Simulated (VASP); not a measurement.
# Eu (Im-3m) in VASP: further runs

Eu is run at these levels: PBE; tasks: single point.

All numbers are computed with VASP 6.6.1; they aren't measurements. Logs are shortened: lines on timing, memory, paths and dates and some standing lists are left out, and cuts for length are marked.

## (1) The cell of the first run

Symmetry: Im-3m, No. 229, cubic system. The conventional cell has a = 4.606 Å, b = 4.606 Å, c = 4.606 Å, α = 90.00°, β = 90.00°, γ = 90.00°. Within 5.2 Å of Eu (site symmetry m-3m) lie 14 Eu at 3.99 to 4.61 Å.

## (2) Single point, PBE, collinear spin, ferromagnetic start

The input, INCAR:

```
PREC = Accurate
ENCUT = 520
EDIFF = 1E-6
ISMEAR = -1
SIGMA = 0.05
LREAL = F
LASPH = T
NELM = 150
ALGO = Normal
ISIF = 2
LWAVE = F
LCHARG = F
ISPIN = 2
MAGMOM = 7
LORBIT = 11
LMAXMIX = 6
GGA = PE
NBANDS = 18
```

The input, KPOINTS:

```
regular mesh
0
Gamma
  10 10 10
```

The input, POSCAR:

```
Eu
1.0
   -2.3030000000      2.3030000000      2.3030000000
    2.3030000000     -2.3030000000      2.3030000000
    2.3030000000      2.3030000000     -2.3030000000
Eu
1
Direct
    0.0000000000      0.0000000000      0.0000000000
```

Potentials or basis: VASP PAW PBE potentials, release 64 (Eu).

On the command line:

```sh
$ cat potpaw_PBE.64/Eu/POTCAR > POTCAR
$ mpirun -np 1 vasp_std > vasp.out
```

OUTCAR:

```text
PREC = Accurate
   ENCUT = 520
   EDIFF = 1E-6
   ISMEAR = -1
   LREAL = F
   LASPH = T
   NELM = 150
   ISIF = 2
   ISPIN = 2
   LORBIT = 11
   GGA = PE

 ion  position               nearest neighbor table
   1  0.000  0.000  0.000-

  LATTYP: Found a body centered cubic cell.
 ALAT       =     4.6060000000

  Lattice vectors:

 A1 = (  -2.3030000000,   2.3030000000,   2.3030000000)
 A2 = (   2.3030000000,  -2.3030000000,   2.3030000000)
 A3 = (   2.3030000000,   2.3030000000,  -2.3030000000)

Analysis of symmetry for initial positions (statically):
=====================================================================
 Subroutine PRICEL returns:
 Original cell was already a primitive cell.

 Routine SETGRP: Setting up the symmetry group for a
 body centered cubic supercell.

 Subroutine GETGRP returns: Found 48 space group operations
 (whereof 48 operations were pure point group operations)
 out of a pool of 48 trial point group operations.

The static configuration has the point symmetry O_h .

Analysis of symmetry for dynamics (positions and initial velocities):
=====================================================================
 Subroutine PRICEL returns:
 Original cell was already a primitive cell.

 Routine SETGRP: Setting up the symmetry group for a
 body centered cubic supercell.

 Subroutine GETGRP returns: Found 48 space group operations
 (whereof 48 operations were pure point group operations)
 out of a pool of 48 trial point group operations.

The dynamic configuration has the point symmetry O_h .

Analysis of structural, dynamic, and magnetic symmetry:
=====================================================================
 Subroutine PRICEL returns:
 Original cell was already a primitive cell.

 Routine SETGRP: Setting up the symmetry group for a
 body centered cubic supercell.

 Subroutine GETGRP returns: Found 48 space group operations
 (whereof 48 operations were pure point group operations)
 out of a pool of 48 trial point group operations.

The overall configuration has the point symmetry O_h .

 Subroutine INISYM returns: Found 48 space group operations
 (whereof 48 operations are pure point group operations),
 and found     1 'primitive' translations

----------------------------------------------------------------------------------------

                                     Primitive cell

  volume of cell :      48.8587

  direct lattice vectors                    reciprocal lattice vectors
    -2.303000000  2.303000000  2.303000000     0.000000000  0.217108120  0.217108120
     2.303000000 -2.303000000  2.303000000     0.217108120  0.000000000  0.217108120
     2.303000000  2.303000000 -2.303000000     0.217108120  0.217108120  0.000000000

  length of vectors
     3.988913010  3.988913010  3.988913010     0.307037248  0.307037248  0.307037248

  position of ions in fractional coordinates (direct lattice)
     0.000000000  0.000000000  0.000000000

  ion indices of the primitive-cell ions
   primitive index   ion index
                 1           1

----------------------------------------------------------------------------------------

 KPOINTS: regular mesh

Automatic generation of k-mesh.
 Grid dimensions read from file:
 generate k-points for:   10   10   10

 Generating k-lattice:

  Cartesian coordinates                     Fractional coordinates (reciprocal lattice)
     0.000000000  0.021710812  0.021710812     0.100000000  0.000000000  0.000000000
     0.021710812  0.000000000  0.021710812     0.000000000  0.100000000  0.000000000
     0.021710812  0.021710812  0.000000000     0.000000000  0.000000000  0.100000000

  Length of vectors
     0.030703725  0.030703725  0.030703725

  Shift w.r.t. Gamma in fractional coordinates (k-lattice)
     0.000000000  0.000000000  0.000000000

 Subroutine IBZKPT returns following result:
 ===========================================

 Found     47 irreducible k-points:

 Following reciprocal coordinates:
            Coordinates               Weight
  0.000000  0.000000  0.000000      1.000000
  0.100000  0.000000  0.000000     12.000000
  0.200000  0.000000  0.000000     12.000000
  0.300000  0.000000  0.000000     12.000000
  0.400000  0.000000  0.000000     12.000000
  0.500000  0.000000  0.000000      6.000000
[... 16 lines left out ...]
  0.300000  0.300000  0.100000      8.000000
 -0.300000  0.300000  0.100000     24.000000
 [... further k-points ...]
   k-points           NKPTS =     47   k-points in BZ     NKDIM =     47   number of bands    NBANDS=     18
   number of dos      NEDOS =    301   number of ions     NIONS =      1
   total plane-waves  NPLWV =  27000
   dimension x,y,z NGX =    30 NGY =   30 NGZ =   30
   dimension x,y,z NGXF=    60 NGYF=   60 NGZF=   60
   ions per type =               1
   NGX,Y,Z   is equivalent  to a cutoff of  12.50, 12.50, 12.50 a.u.
   NGXF,Y,Z  is equivalent  to a cutoff of  25.01, 25.01, 25.01 a.u.
 SYSTEM =  unknown system
   PREC   = accura    normal or accurate (medium, high low for compatibility)
   ISTART =      0    job   : 0-new  1-cont  2-samecut
   ICHARG =      2    charge: 1-file 2-atom 10-const
   ISPIN  =      2    spin polarized calculation?
   LNONCOLLINEAR =      F non collinear calculations
   LSORBIT =      F    spin-orbit coupling
   LASPH  =      T    aspherical Exc in radial PAW
   ENCUT  =  520.0 eV  38.22 Ry    6.18 a.u.   7.42  7.42  7.42*2*pi/ulx,y,z
   NELM   =    150;   NELMIN=  2; NELMDL= -5     # of ELM steps
   EDIFF  = 0.1E-05   stopping-criterion for ELM
   LREAL  =      F    real-space projection
   EDIFFG = 0.1E-04   stopping-criterion for IOM
   NSW    =      0    number of steps for IOM
   IBRION =     -1    ionic relax: 0-MD 1-quasi-New 2-CG
   NFREE  =      0    steps in history (QN), initial steepest desc. (CG)
   ISIF   =      2    stress and relaxation
   ISYM   =      2    0-nonsym 1-usesym 2-fastsym
   POTIM  = 0.5000    time-step for ionic-motion
   TEBEG  =    0.0;   TEEND  =   0.0 temperature during run
   PSTRESS=    0.0 pullay stress
   NELECT =      17.0000    total number of electrons
   NUPDOWN=      -1.0000    fix difference up-down
   EMIN   =  10.00;   EMAX   =-10.00  energy-range for DOS
   EFERMI =   0.00;   METHOD = LEGACY
   ISMEAR =    -1;   SIGMA  =   0.05  broadening in eV -4-tet -1-fermi 0-gaus
   EFERMI_NEDOS =   21; number of points for ismear=-14 and -15
   IALGO  =     38    algorithm
   IMIX   =      4    mixing-type and parameters
     AMIX     =   0.40;   BMIX     =  1.00
     AMIX_MAG =   1.60;   BMIX_MAG =  1.00
  volume/ion in A,a.u.               =      48.86       329.71
  Fermi-wavevector in a.u.,A,eV,Ry     =   1.151447  2.175919 18.039008  1.325830
  Thomas-Fermi vector in A             =   2.288104
   LORBIT       =     11    0 simple, 1 ext, 2 COOP (PROOUT), +10 PAW based schemes
   GGA     = PE    functional components
   LHFCALC =     F    Hartree Fock is set to
   AEXX    =    0.0000 exact exchange contribution
   IVDW    =     0    specifies the selected vdW correction
   LEPSILON=     F    determine dielectric tensor
   LRPA    =     F    only Hartree local field effects (RPA)
 spin polarized calculation
  energy-cutoff  :      520.00
  volume of cell :       48.86
 maximum number of plane-waves:      1332
 NGX is ok and might be reduce to    30
   NGX = 15   NGY = 15   NGZ = 15

 number of electron      17.0000007 magnetization       7.4021683

 Free energy of the ion-electron system (eV)
  ---------------------------------------------------
  ext. energy  EPLUGINS =         0.00000000
  ---------------------------------------------------
  free energy    TOTEN  =       -11.40004560 eV

  energy without entropy =      -11.38560705  energy(sigma->0) =      -11.39282632

 E-fermi :   1.5981     XC(G=0):  -8.2420

 val. band max:        1.5959817164   @ k =   0.3000   0.3000   0.1000
 cond. band min:       1.6025230993   @ k =   0.3000   0.2000   0.1000
 fundamental gap:      0.0065413829
 Fermi energy:         1.5981146876

 spin component 1

 k-point     1 :       0.0000    0.0000    0.0000
  band No.  band energies     occupation
      1     -40.1847      1.00000
      2     -18.8363      1.00000
      3     -18.8363      1.00000
      4     -18.8363      1.00000
      5      -2.5919      1.00000
      6       1.0771      0.99997
[... 10 lines left out ...]
     17       4.7372      0.00000
     18      10.3339      0.00000

 k-point     2 :       0.1000    0.0000    0.0000
  band No.  band energies     occupation
      1     -40.1830      1.00000
      2     -18.8630      1.00000
      3     -18.8451      1.00000
      4     -18.8363      1.00000
      5      -2.3950      1.00000
      6       1.0763      0.99997
[... 10 lines left out ...]
     17       4.7476      0.00000
     18      10.4954      0.00000
[... 442 lines left out ...]
 k-point    24 :      -0.3000    0.3000    0.1000
  band No.  band energies     occupation
      1     -40.1718      1.00000
      2     -19.0112      1.00000
      3     -18.9054      1.00000
      4     -18.8569      1.00000
      5      -0.8806      1.00000
      6       1.0557      0.99998
[... 10 lines left out ...]
     17       5.1949      0.00000
     18       8.9265      0.00000

 [... further k-points ...]

 spin component 2

 k-point     1 :       0.0000    0.0000    0.0000
  band No.  band energies     occupation
      1     -37.0303      1.00000
      2     -16.4950      1.00000
      3     -16.4950      1.00000
      4     -16.4950      1.00000
      5      -1.8297      1.00000
      6       4.2324      0.00000
[... 10 lines left out ...]
     17       6.1492      0.00000
     18      11.3908      0.00000

 k-point     2 :       0.1000    0.0000    0.0000
  band No.  band energies     occupation
      1     -37.0281      1.00000
      2     -16.5298      1.00000
      3     -16.5062      1.00000
      4     -16.4952      1.00000
      5      -1.6249      1.00000
      6       4.0459      0.00000
[... 10 lines left out ...]
     17       6.1641      0.00000
     18      11.5555      0.00000
[... 442 lines left out ...]
 k-point    24 :      -0.3000    0.3000    0.1000
  band No.  band energies     occupation
      1     -37.0131      1.00000
      2     -16.7211      1.00000
      3     -16.5827      1.00000
      4     -16.5217      1.00000
      5      -0.0691      1.00000
      6       3.0347      0.00000
[... 10 lines left out ...]
     17       6.5393      0.00000
     18      10.0936      0.00000

 [... further k-points ...]

------------------------ aborting loop because EDIFF is reached ----------------------------------------

  FORCE on cell =-STRESS in cart. coord.  units (eV):
  Direction    XX          YY          ZZ          XY          YZ          ZX
  --------------------------------------------------------------------------------------
  -------------------------------------------------------------------------------------
  Total       -0.5630801     -0.5630801     -0.5630801     -0.0000000      0.0000000     -0.0000000
  in kB      -18.4645589    -18.4645589    -18.4645589     -0.0000000      0.0000000     -0.0000000
  external PRESSURE =     -18.4645589 kB  Pullay stress =       0.0000000 kB

 VOLUME and BASIS-vectors are now :
 -----------------------------------------------------------------------------
  energy-cutoff  :      520.00
  volume of cell :       48.86
      direct lattice vectors                 reciprocal lattice vectors
    -2.303000000  2.303000000  2.303000000     0.000000000  0.217108120  0.217108120
     2.303000000 -2.303000000  2.303000000     0.217108120  0.000000000  0.217108120
     2.303000000  2.303000000 -2.303000000     0.217108120  0.217108120  0.000000000

 POSITION                                       TOTAL-FORCE (eV/Angst)
 -----------------------------------------------------------------------------------
      0.00000      0.00000      0.00000        -0.000000      0.000000      0.000000
 -----------------------------------------------------------------------------------
    total drift:                               -0.000000     -0.000000      0.000000

  FREE ENERGIE OF THE ION-ELECTRON SYSTEM (eV)
  ---------------------------------------------------
  free  energy   TOTEN  =       -11.4000456021 eV

  energy  without entropy=      -11.3856070463  energy(sigma->0) =      -11.39282632

 total charge

# of ion       s       p       d       f       tot
--------------------------------------------------
    1        2.078   5.720   0.235   6.686  14.719

 magnetization (x)

# of ion       s       p       d       f       tot
--------------------------------------------------
    1       -0.005  -0.096   0.128   6.685   6.712
```

Run time: 3 min. Hardware: 1 thread of Intel Xeon Platinum 8375C at 2.90GHz (Ice Lake), shared host; peak memory 0.24 GiB.

Results:

| Quantity | Value |
| --- | --- |
| Free energy | -11.4000 eV |
| Pressure | -1.8 GPa |
| Net moment | 7.40 μB per cell |
| Site moments | Eu +6.71 μB |
| Valence electrons inside the program's atomic spheres | Eu 14.72 |

Caveat: spin-orbit coupling is left out, which moves the levels of the heavy elements.

## (3) Single point, PBE, collinear spin, ferromagnetic start

The input, INCAR:

```
SYSTEM = Eu
PREC = Accurate
ENCUT = 520
EDIFF = 1E-6
ISMEAR = -1
SIGMA = 0.05
LREAL = .FALSE.
LASPH = .TRUE.
NELM = 150
ALGO = Normal
ISIF = 2
LWAVE = .FALSE.
LCHARG = .FALSE.
ISPIN = 2
MAGMOM = 7
LORBIT = 11
LMAXMIX = 6
GGA = PE
NBANDS = 18
```

The input, KPOINTS:

```
regular mesh
0
G
  10 10 10
  0 0 0
```

POSCAR is that of step 2.

Potentials or basis: VASP PAW PBE potentials, release 64 (Eu).

On the command line:

```sh
$ cat potpaw_PBE.64/Eu/POTCAR > POTCAR
$ mpirun -np 1 vasp_std > vasp.out
```

It took 3.4 min on 1 thread of Intel Xeon Platinum 8375C at 2.90GHz (Ice Lake), shared host; peak memory 0.24 GiB.

Results (log left out):

```
Free energy                                           : -11.4000 eV
Pressure                                              : -1.8 GPa
Net moment                                            : 7.40 μB per cell
Site moments                                          : Eu +6.71 μB
Valence electrons inside the program's atomic spheres : Eu 14.72
```

Levels at points of the mesh, in eV from the Fermi level:
Spin up:
| k point | band 10 | band 11 | band 12 | band 13 | band 14 | band 15 |
| --- | --- | --- | --- | --- | --- | --- |
| (0.00, 0.00, 0.00) | -0.41 | -0.41 | -0.37 | 1.68 | 1.68 | 1.68 |
| (0.50, 0.00, 0.00) | -0.41 | -0.40 | -0.39 | 0.43 | 0.48 | 3.00 |
| (0.50, 0.50, 0.50) | -0.50 | -0.37 | -0.37 | -0.37 | 4.20 | 4.20 |
Spin down:
```
           k point  band 2  band 3  band 4  band 5  band 6  band 7  band 8  band 9
(0.00, 0.00, 0.00)  -18.09  -18.09  -18.09   -3.43    2.63    2.63    2.63    4.02
(0.50, 0.00, 0.00)  -18.44  -18.21  -18.09   -0.81    1.18    1.34    3.94    4.11
(0.50, 0.50, 0.50)  -18.34  -18.34  -18.34   -0.04   -0.04    3.83    3.83    3.83
```

Caveat: spin-orbit coupling is left out, which moves the levels of the heavy elements. The state reached can hang on the start; a lower one may exist.
